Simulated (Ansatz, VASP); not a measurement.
# La in VASP and in Ansatz

```xyz
1
Lattice="-2.1125 2.1125 2.1125 2.1125 -2.1125 2.1125 2.1125 2.1125 -2.1125" Properties=species:S:1:pos:R:3 pbc="T T T"
La    0.0000    0.0000    0.0000
```

Alike in both runs: functional PBE; k mesh 14 × 14 × 14; occupations fermi-dirac, width 0.05 eV; non-collinear spin, spin-orbit coupling.

Ansatz relaxed the structure, and its values are those at the end. VASP's run is a single point on that final structure, the one shown.

```csv
,VASP,Ansatz
version,VASP 6.6.1,Ansatz 0.2.0
potentials or method,"VASP PAW PBE potentials, release 64 (La)","PAW with Ansatz's default frozen-core files, fully relativistic files with spin-orbit coupling"
plane-wave cutoff (eV),520,420
valence electrons in the cell,11,11
```

```csv
,VASP,Ansatz,Ansatz less VASP
pressure (GPa),0.0,0.0,+0.03
net moment per atom (μB),0.00,0.00,0.000
```
